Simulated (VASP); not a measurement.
Crystal: SnTe.

```
CELL_PARAMETERS angstrom
5.38790 0.00000 0.00000
-2.69395 4.66606 0.00000
0.00000 0.00000 6.42393
ATOMIC_POSITIONS crystal
Sn 0.33333 0.66667 0.25000
Sn 0.66667 0.33333 0.75000
Te 0.66667 0.33333 0.25000
Te 0.33333 0.66667 0.75000
```

Base run:

```yaml
Program: VASP 6.6.1
Functional: r2SCAN
Potentials_or_basis: VASP PAW PBE potentials, release 64 (Sn_d, Te)
Cutoff: 520 eV
k_mesh: 6 × 6 × 4
Occupations: gaussian, width 0.01 eV
Spin: no spin polarisation
```

Its results: band gap on the k mesh 0.51 eV (least direct gap 0.53 eV); pressure 0.0 GPa.

The run is repeated on the same cell with these changes: functional from r2SCAN to PBE; further incar settings from ALGO = Normal; EDIFF = 1e-07; NBANDS = 28 to ALGO = Normal; EDIFF = 1e-06; NBANDS = 28. What comes out?

Band gap on the k mesh 0.44 eV; pressure 0.6 GPa.

Caveats: spin-orbit coupling is left out, which moves the levels of the heavy elements; the PAW data sets were made with another functional, which shifts forces and pressure a little (at least some runs).

A k mesh can miss the band edges.
